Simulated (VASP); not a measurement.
# GaC3 (P4mm) in VASP: a series of runs

GaC3 is run at these levels: PBE+D3(BJ); tasks: single point.

Program: VASP 6.6.1. These are calculated values, not measurements. Logs are shortened: lines on timing, memory, paths and dates and some standing lists are left out, and cuts for length are marked.

### 1 The cell of the first run

The structure is tetragonal, space group P4mm (No. 99). Conventional cell: a = 3.319 Å, b = 3.319 Å, c = 3.319 Å, α = 90.00°, β = 90.00°, γ = 90.00°. Ga (site symmetry 4mm) has 12 C at 2.35 Å within 3.1 Å. C (site symmetry 2mm) has 8 C at 2.25 to 2.44 Å and 4 Ga at 2.35 Å within 3.0 Å. Within 3.0 Å of C (site symmetry 4mm) lie 8 C at 2.25 to 2.44 Å and 4 Ga at 2.35 Å.

### 2 Single point, PBE+D3(BJ)

The input, INCAR:

```
SYSTEM = GaC3
  PREC = Accurate
  ENCUT = 600
  EDIFF = 1E-6
  ISMEAR = 1
  SIGMA = 0.1
  LREAL = .False.
  LASPH = .True.
  NELM = 120
  ALGO = Normal
  ISIF = 2
  LWAVE = .False.
  LCHARG = .False.
  GGA = PE
  IVDW = 12
  NBANDS = 20
  GGA_COMPAT = .False.
```

The input, KPOINTS:

```
regular mesh
0
Gamma
  5 5 5
  0 0 0
```

The input, POSCAR:

```
GaC3
1.0
    3.3189480000      0.0000000000      0.0000000000
    0.0000000000      3.3189480000      0.0000000000
    0.0000000000      0.0000000000      3.3189480000
Ga C
1 3
Direct
    0.0000000000      0.0000000000      0.0000000000
    0.0000000000      0.5000000000      0.5000000000
    0.5000000000      0.0400000000      0.5000000000
    0.5000000000      0.5000000000      0.0000000000
```

Potentials or basis: VASP PAW PBE potentials, release 64 (Ga_d, C).

On the command line:

```sh
$ cat potpaw_PBE.64/Ga_d/POTCAR potpaw_PBE.64/C/POTCAR > POTCAR
$ mpirun -np 1 vasp_std > vasp.out
```

OUTCAR:

```text
SYSTEM = GaC3
   PREC = Accurate
   ENCUT = 600
   EDIFF = 1E-6
   ISMEAR = 1
   LREAL = .False.
   LASPH = .True.
   NELM = 120
   ISIF = 2
   GGA = PE
   IVDW = 12
 IVDW          = 12

 ion  position               nearest neighbor table
   1  0.000  0.000  0.000-   2 2.35   4 2.35   2 2.35   2 2.35   4 2.35   2 2.35   4 2.35   4 2.35
                             3 2.35   3 2.35   3 2.35   3 2.35
   2  0.000  0.500  0.500-   1 2.35   1 2.35   1 2.35   1 2.35
   3  0.500  0.040  0.500-   1 2.35   1 2.35   1 2.35   1 2.35
   4  0.500  0.500  0.000-   1 2.35   1 2.35   1 2.35   1 2.35

  LATTYP: Found a simple cubic cell.
 ALAT       =     3.3189480000

  Lattice vectors:

 A1 = (   3.3189480000,   0.0000000000,   0.0000000000)
 A2 = (   0.0000000000,   3.3189480000,   0.0000000000)
 A3 = (   0.0000000000,   0.0000000000,   3.3189480000)

Analysis of symmetry for initial positions (statically):
=====================================================================
 Subroutine PRICEL returns:
 Original cell was already a primitive cell.

 Routine SETGRP: Setting up the symmetry group for a
 simple cubic supercell.

 Subroutine GETGRP returns: Found  8 space group operations
 (whereof  8 operations were pure point group operations)
 out of a pool of 48 trial point group operations.

The static configuration has the point symmetry C_4v.

Analysis of symmetry for dynamics (positions and initial velocities):
=====================================================================
 Subroutine PRICEL returns:
 Original cell was already a primitive cell.

 Routine SETGRP: Setting up the symmetry group for a
 simple cubic supercell.

 Subroutine GETGRP returns: Found  8 space group operations
 (whereof  8 operations were pure point group operations)
 out of a pool of 48 trial point group operations.

The dynamic configuration has the point symmetry C_4v.

 Subroutine INISYM returns: Found  8 space group operations
 (whereof  8 operations are pure point group operations),
 and found     1 'primitive' translations

----------------------------------------------------------------------------------------

                                     Primitive cell

  volume of cell :      36.5596

  direct lattice vectors                    reciprocal lattice vectors
     3.318948000  0.000000000  0.000000000     0.301300292  0.000000000  0.000000000
     0.000000000  3.318948000  0.000000000     0.000000000  0.301300292  0.000000000
     0.000000000  0.000000000  3.318948000     0.000000000  0.000000000  0.301300292

  length of vectors
     3.318948000  3.318948000  3.318948000     0.301300292  0.301300292  0.301300292

  position of ions in fractional coordinates (direct lattice)
     0.000000000  0.000000000  0.000000000
     0.000000000  0.500000000  0.500000000
     0.500000000  0.040000000  0.500000000
     0.500000000  0.500000000  0.000000000

  ion indices of the primitive-cell ions
   primitive index   ion index
                 1           1
                 2           2
                 3           3
                 4           4

----------------------------------------------------------------------------------------

 KPOINTS: regular mesh

Automatic generation of k-mesh.
 Grid dimensions read from file:
 generate k-points for:    5    5    5

 Generating k-lattice:

  Cartesian coordinates                     Fractional coordinates (reciprocal lattice)
     0.060260058  0.000000000  0.000000000     0.200000000  0.000000000  0.000000000
     0.000000000  0.060260058  0.000000000     0.000000000  0.200000000  0.000000000
     0.000000000  0.000000000  0.060260058     0.000000000  0.000000000  0.200000000

  Length of vectors
     0.060260058  0.060260058  0.060260058

  Shift w.r.t. Gamma in fractional coordinates (k-lattice)
     0.000000000  0.000000000  0.000000000

 Subroutine IBZKPT returns following result:
 ===========================================

 Found     18 irreducible k-points:

 Following reciprocal coordinates:
            Coordinates               Weight
  0.000000  0.000000  0.000000      1.000000
  0.200000  0.000000  0.000000      4.000000
  0.000000  0.200000  0.000000      2.000000
  0.400000  0.000000  0.000000      4.000000
  0.000000  0.400000  0.000000      2.000000
  0.200000  0.200000  0.000000      8.000000
[... 10 lines left out ...]
  0.400000  0.200000  0.400000      8.000000
  0.400000  0.400000  0.400000      8.000000
   k-points           NKPTS =     18   k-points in BZ     NKDIM =     18   number of bands    NBANDS=     20
   number of dos      NEDOS =    301   number of ions     NIONS =      4
   total plane-waves  NPLWV =  21952
   dimension x,y,z NGX =    28 NGY =   28 NGZ =   28
   dimension x,y,z NGXF=    56 NGYF=   56 NGZF=   56
   ions per type =               1   3
   NGX,Y,Z   is equivalent  to a cutoff of  14.03, 14.03, 14.03 a.u.
   NGXF,Y,Z  is equivalent  to a cutoff of  28.05, 28.05, 28.05 a.u.
 SYSTEM =  GaC3
   PREC   = accura    normal or accurate (medium, high low for compatibility)
   ISTART =      0    job   : 0-new  1-cont  2-samecut
   ICHARG =      2    charge: 1-file 2-atom 10-const
   ISPIN  =      1    spin polarized calculation?
   LNONCOLLINEAR =      F non collinear calculations
   LSORBIT =      F    spin-orbit coupling
   LASPH  =      T    aspherical Exc in radial PAW
   ENCUT  =  600.0 eV  44.10 Ry    6.64 a.u.   6.63  6.63  6.63*2*pi/ulx,y,z
   NELM   =    120;   NELMIN=  2; NELMDL= -5     # of ELM steps
   EDIFF  = 0.1E-05   stopping-criterion for ELM
   LREAL  =      F    real-space projection
   EDIFFG = 0.1E-04   stopping-criterion for IOM
   NSW    =      0    number of steps for IOM
   IBRION =     -1    ionic relax: 0-MD 1-quasi-New 2-CG
   NFREE  =      0    steps in history (QN), initial steepest desc. (CG)
   ISIF   =      2    stress and relaxation
   ISYM   =      2    0-nonsym 1-usesym 2-fastsym
   POTIM  = 0.5000    time-step for ionic-motion
   TEBEG  =    0.0;   TEEND  =   0.0 temperature during run
   PSTRESS=    0.0 pullay stress
   NELECT =      25.0000    total number of electrons
   NUPDOWN=      -1.0000    fix difference up-down
   EMIN   =  10.00;   EMAX   =-10.00  energy-range for DOS
   EFERMI =   0.00;   METHOD = LEGACY
   ISMEAR =     1;   SIGMA  =   0.10  broadening in eV -4-tet -1-fermi 0-gaus
   EFERMI_NEDOS =   21; number of points for ismear=-14 and -15
   IALGO  =     38    algorithm
   IMIX   =      4    mixing-type and parameters
     AMIX     =   0.40;   BMIX     =  1.00
     AMIX_MAG =   1.60;   BMIX_MAG =  1.00
  volume/ion in A,a.u.               =       9.14        61.68
  Fermi-wavevector in a.u.,A,eV,Ry     =   1.442296  2.725544 28.303079  2.080218
  Thomas-Fermi vector in A             =   2.560832
   LORBIT       =      0    0 simple, 1 ext, 2 COOP (PROOUT), +10 PAW based schemes
   GGA     = PE    functional components
   LHFCALC =     F    Hartree Fock is set to
   AEXX    =    0.0000 exact exchange contribution
   IVDW    =    12    specifies the selected vdW correction
   LEPSILON=     F    determine dielectric tensor
   LRPA    =     F    only Hartree local field effects (RPA)
 non-spin polarized calculation
 Methfessel and Paxton  Order N= 1 SIGMA  =   0.10
  energy-cutoff  :      600.00
  volume of cell :       36.56
 maximum number of plane-waves:      1237
 NGX is ok and might be reduce to    28
   NGX = 13   NGY = 13   NGZ = 13

 number of electron      25.0000004 magnetization

 Free energy of the ion-electron system (eV)
  ---------------------------------------------------
  ext. energy  EPLUGINS =         0.00000000
  ---------------------------------------------------
  free energy    TOTEN  =       -17.78477744 eV

  energy without entropy =      -17.78302399  energy(sigma->0) =      -17.78419296

 E-fermi :   7.4914     XC(G=0): -12.5261

 val. band max:        7.4582452133   @ k =   0.2000   0.4000   0.2000
 cond. band min:       7.5220568692   @ k =   0.2000   0.2000   0.2000
 fundamental gap:      0.0638116560
 Fermi energy:         7.4914087477

 k-point     1 :       0.0000    0.0000    0.0000
  band No.  band energies     occupation
      1      -9.1891      2.00000
      2      -7.6842      2.00000
      3      -7.6733      2.00000
      4      -7.4813      2.00000
      5      -7.4750      2.00000
      6      -7.4750      2.00000
[... 12 lines left out ...]
     19      19.4217      0.00000
     20      19.4406      0.00000

 k-point     2 :       0.2000    0.0000    0.0000
  band No.  band energies     occupation
      1      -8.7236      2.00000
      2      -7.6623      2.00000
      3      -7.6434      2.00000
      4      -7.5157      2.00000
      5      -7.5082      2.00000
      6      -7.4731      2.00000
[... 12 lines left out ...]
     19      18.1519      0.00000
     20      19.0555      0.00000

 k-point     3 :       0.0000    0.2000    0.0000
  band No.  band energies     occupation
      1      -8.7299      2.00000
      2      -7.6693      2.00000
      3      -7.6345      2.00000
      4      -7.5095      2.00000
      5      -7.5095      2.00000
      6      -7.4796      2.00000
[... 12 lines left out ...]
     19      18.2201      0.00000
     20      19.0386      0.00000

 k-point     4 :       0.4000    0.0000    0.0000
  band No.  band energies     occupation
      1      -7.7435      2.00000
      2      -7.6369      2.00000
      3      -7.5725      2.00000
      4      -7.5696      2.00000
      5      -7.4703      2.00000
      6      -7.2000      2.00000
[... 291 lines left out ...]
 k-point    17 :       0.4000    0.2000    0.4000
  band No.  band energies     occupation
      1      -7.8221      2.00000
      2      -7.6391      2.00000
      3      -7.6292      2.00000
      4      -7.5342      2.00000
      5      -7.4518      2.00000
      6      -4.8899      2.00000
[... 12 lines left out ...]
     19      16.9563      0.00000
     20      18.7508      0.00000

 k-point    18 :       0.4000    0.4000    0.4000
  band No.  band energies     occupation
      1      -7.7815      2.00000
      2      -7.7375      2.00000
      3      -7.7364      2.00000
      4      -7.4427      2.00000
      5      -7.4335      2.00000
      6      -3.6121      2.00000
[... 12 lines left out ...]
     19      19.3443      0.00000
     20      20.3943      0.00000

------------------------ aborting loop because EDIFF is reached ----------------------------------------

 Edisp (eV)   -0.86214

 E8    (eV) :    -0.3162

  FORCE on cell =-STRESS in cart. coord.  units (eV):
  Direction    XX          YY          ZZ          XY          YZ          ZX
  --------------------------------------------------------------------------------------
  -------------------------------------------------------------------------------------
  Total       1.48507     0.15784     1.48507    -0.00000     0.00000     0.00000
  in kB      65.08134     6.91720    65.08134    -0.00000     0.00000     0.00000
  external pressure =       45.69 kB  Pullay stress =        0.00 kB

 VOLUME and BASIS-vectors are now :
 -----------------------------------------------------------------------------
  energy-cutoff  :      600.00
  volume of cell :       36.56
      direct lattice vectors                 reciprocal lattice vectors
     3.318948000  0.000000000  0.000000000     0.301300292  0.000000000  0.000000000
     0.000000000  3.318948000  0.000000000     0.000000000  0.301300292  0.000000000
     0.000000000  0.000000000  3.318948000     0.000000000  0.000000000  0.301300292

 POSITION                                       TOTAL-FORCE (eV/Angst)
 -----------------------------------------------------------------------------------
      0.00000      0.00000      0.00000        -0.000000     -0.518116     -0.000000
      0.00000      1.65947      1.65947         0.000000     -0.520437     -0.000000
      1.65947      0.13276      1.65947         0.000000      1.558991      0.000000
      1.65947      1.65947      0.00000         0.000000     -0.520437     -0.000000
 -----------------------------------------------------------------------------------
    total drift:                                0.000000     -0.000042      0.000000

  FREE ENERGIE OF THE ION-ELECTRON SYSTEM (eV)
  ---------------------------------------------------
  free  energy   TOTEN  =       -18.6469190376 eV

  energy  without entropy=      -18.6451655911  energy(sigma->0) =      -18.64633456
```

Run time: 26 s. Hardware: 1 thread of AMD EPYC 7R43 (Zen 3), shared host; peak memory 0.13 GiB.

What came out:

* Free energy: -18.6469 eV
* Pressure: 4.6 GPa
* Largest force: 1.559 eV/Å
* Dispersion energy per atom: -0.216 eV

Forces in eV/Å, atoms in the order of the input:
```
Ga   0.000 -0.518  0.000
C    0.000 -0.520  0.000
C    0.000  1.559  0.000
C    0.000 -0.520  0.000
```

Caveat: the k points lie up to 0.38 Å⁻¹ apart; pairwise dispersion overbinds metals, which lowers pressure and volume; forces of over 1 eV/Å act on the atoms, so gaps and moduli don't describe the material at rest.

### 3 Single point, PBE+D3(BJ)

The input, INCAR:

```
SYSTEM = GaC3
ALGO = Normal ; EDIFF = 1E-6
ENCUT = 600 ; GGA = PE
GGA_COMPAT = .FALSE. ; ISIF = 2
ISMEAR = 1 ; IVDW = 12
LASPH = .TRUE. ; LCHARG = .FALSE.
LREAL = .FALSE. ; LWAVE = .FALSE.
NBANDS = 20 ; NELM = 120
PREC = Accurate ; SIGMA = 0.1
```

The input, KPOINTS:

```
k-points
0
G
  5 5 5
  0 0 0
```

Edit POSCAR of step 2 so:

```diff
@@ -10,3 +10,3 @@
     0.0000000000      0.5000000000      0.5000000000
-    0.5000000000      0.0400000000      0.5000000000
+    0.5000000000      0.0500000000      0.5000000000
     0.5000000000      0.5000000000      0.0000000000
```

Potentials or basis: VASP PAW PBE potentials, release 64 (Ga_d, C).

On the command line:

```sh
$ cat potpaw_PBE.64/Ga_d/POTCAR potpaw_PBE.64/C/POTCAR > POTCAR
$ mpirun -np 1 vasp_std > vasp.out
```

Run time: 24 s. Hardware: 1 thread of AMD EPYC 7R43 (Zen 3), shared host; peak memory 0.13 GiB.

Results (log left out):

```yaml
Free_energy: -18.7044 eV
Pressure: 3.4 GPa
Largest_force: 1.868 eV/Å
Dispersion_energy_per_atom: -0.214 eV
```

Forces on the atoms (eV/Å):
```
Ga   0.000 -0.630  0.000
C    0.000 -0.619  0.000
C    0.000  1.868  0.000
C    0.000 -0.619  0.000
```

Stress tensor (GPa, compression positive):
```
 5.83  0.00  0.00
 0.00 -1.59  0.00
 0.00  0.00  5.83
```

Levels at points of the mesh, in eV from the Fermi level:
| k point | band 8 | band 9 | band 10 | band 11 | band 12 | band 13 | band 14 | band 15 | band 16 | band 17 |
| --- | --- | --- | --- | --- | --- | --- | --- | --- | --- | --- |
| (0.00, 0.00, 0.00) | -6.32 | -5.54 | -5.54 | -5.32 | -0.30 | 1.20 | 1.21 | 1.21 | 3.85 | 3.85 |

Caveat: the k points lie up to 0.38 Å⁻¹ apart; pairwise dispersion overbinds metals, which lowers pressure and volume; forces of over 1 eV/Å act on the atoms, so gaps and moduli don't describe the material at rest.
